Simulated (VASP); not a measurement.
Runs of VASP 6.6.1 on NaCl. The structure is that of space group P6_3/mmc (No. 194), or close to it. The cells are those of the table. 

```csv
level,cell,k mesh,gap on the mesh (eV),pressure (GPa)
PBE,"a = 4.730, b = 4.730, c = 5.600 Å, angles 90.0, 90.0, 120.0°, 4 atoms",6 × 6 × 4,(b),0.6
r2SCAN,"a = 4.768, b = 4.768, c = 5.625 Å, angles 90.0, 90.0, 120.0°, 4 atoms",6 × 6 × 4,5.41,-0.8
r2SCAN,"a = 4.814, b = 4.814, c = 5.679 Å, angles 90.0, 90.0, 120.0°, 4 atoms",6 × 6 × 4,5.35,-1.3
r2SCAN,"a = 4.625, b = 4.625, c = 5.456 Å, angles 90.0, 90.0, 120.0°, 4 atoms",6 × 6 × 4,(a),1.4
PBE,"a = 4.721, b = 4.721, c = 5.570 Å, angles 90.0, 90.0, 120.0°, 4 atoms",6 × 6 × 6,4.84,0.8
```

Alike in all rows: task single point; potentials or basis VASP PAW PBE potentials, release 64 (Na_pv, Cl); no spin polarisation; cutoff (eV) 520; smearing gaussian 0.01 eV.

Q: Fill in the values left out.

A: (a) 5.61; (b) 4.81.

Caveats: the PAW data sets were made with another functional, which shifts forces and pressure a little (at least some runs).

A k mesh can miss the band edges.
